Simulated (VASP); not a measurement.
The system is AlN.

```
Al N
1.0
     3.13019    0.00000    0.00000
    -1.56509    2.71082    0.00000
     0.00000    0.00000    7.52724
Al N
3 3
Direct
  0.00000 0.00000 0.00000
  0.33333 0.66667 0.33333
  0.66667 0.33333 0.66667
  0.00000 0.00000 0.25000
  0.33333 0.66667 0.58333
  0.66667 0.33333 0.91667
```

| Property | Result |
| --- | --- |
| Program | VASP 6.6.1 |
| Task | relaxation of cell and atoms |
| Functional | PBE |
| Potentials or basis | VASP PAW PBE potentials, release 64 (Al, N) |
| Cutoff | 600 eV |
| k mesh | 9 × 9 × 4 |
| Occupations | gaussian, width 0.02 eV |
| Spin | no spin polarisation |

At the start: pressure 0.2 GPa; volume 10.65 Å³/atom.

Where does the relaxation end?

Over 5 steps the energy falls by 3.3 meV/atom; space group F-43m (No. 216, to 0.05 Å).

The path:
| step | energy change (eV) | largest force (eV/Å) | pressure (GPa) | volume (Å³) |
| --- | --- | --- | --- | --- |
| 1 | 0.0000 | 0.1898 | 0.17 | 63.87 |
| 2 | -0.0063 | 0.3016 | -0.08 | 63.96 |
| 3 | -0.0177 | 0.0994 | -0.08 | 63.92 |
| 4 | -0.0196 | 0.0261 | 0.05 | 63.88 |
| 5 | -0.0197 | 0.0051 | 0.08 | 63.87 |

Final structure:
```
Al N
1.0
     3.11075    0.00000    0.00000
    -1.55537    2.69398    0.00000
     0.00000    0.00000    7.62132
Al N
3 3
Direct
  0.00000 0.00000 0.99998
  0.33333 0.66667 0.33332
  0.66667 0.33333 0.66665
  0.00000 0.00000 0.25002
  0.33333 0.66667 0.58335
  0.66667 0.33333 0.91668
```
